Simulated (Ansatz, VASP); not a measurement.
## One calculation of As, two programs

Contents of INCAR:

```
PREC = Accurate
ENCUT = 520
EDIFF = 1E-7
ISMEAR = 0
SIGMA = 0.02
LREAL = False
LASPH = True
NELM = 80
ALGO = Normal
ISIF = 2
LWAVE = False
LCHARG = True
LDIPOL = True
IDIPOL = 3
DIPOL = 0.5 0.5 0.500
GGA = CA
LELF = True
LVHAR = True
LVACPOTAV = True
NBANDS = 12
```

Contents of KPOINTS:

```
Automatic mesh
0
Gamma
  9 9 1
```

The input POSCAR:

```
As
1.0
    3.6890000000      0.0000000000      0.0000000000
   -1.8445000000      3.1947677146      0.0000000000
    0.0000000000      0.0000000000     28.0000000000
As
2
Direct
    0.3333333333      0.6666666667      0.5105714286
    0.6666666667      0.3333333333      0.4894285714
```

Input for Ansatz:

```yaml
crystal:
  lattice:
    - [3.689, 0.0, 0.0]
    - [-1.8445, 3.1947677146, 0.0]
    - [0.0, 0.0, 28.0]
  atoms:
    - { symbol: As, position: [0.3333333333, 0.6666666667, 0.5105714286] }
    - { symbol: As, position: [0.6666666667, 0.3333333333, 0.4894285714] }
  periodic: [true, true, false]
basis:
  ecutwfc: 420
kpoints:
  mp_grid: { grid: [9, 9, 1] }
hamiltonian:
  xc: lda
scf:
  occupations: { method: gaussian, width: 0.02 }
output:
  forces: true
  stress: true
  eigenvalues: true
```

Alike in both runs: task single point; functional LDA; k mesh 9 × 9 × 1; occupations gaussian, width 0.02 eV; no spin polarisation.

|  | VASP | Ansatz |
| --- | --- | --- |
| version | VASP 6.6.1 | Ansatz 0.2.0 |
| potentials or method | VASP PAW LDA potentials, release 64 (As), cutoff 520 eV | scalar-relativistic, plane waves, PAW |
| valence electrons in the cell | 10 | 30 |

Ansatz gave:

* gap on the k mesh at the Fermi level (eV): none
* rms of the force components (eV/Å): 2.075
* work function, face that differs most (eV): 4.32

What did VASP give for the same quantities?

gap on the k mesh at the Fermi level (eV): none; rms of the force components (eV/Å): 2.079; work function, face that differs most (eV): 4.32.

LDA's correlation is that of Perdew and Zunger in VASP and of Perdew and Wang (1992) in Ansatz. Atom by atom the forces differ by 0.004 eV/Å (rms over components). A gap of «none» marks a metal or a gap that the smearing closes. VASP's potentials hold 10 valence electrons a cell and Ansatz's 30, so a difference there can come from the potentials and not from the codes.
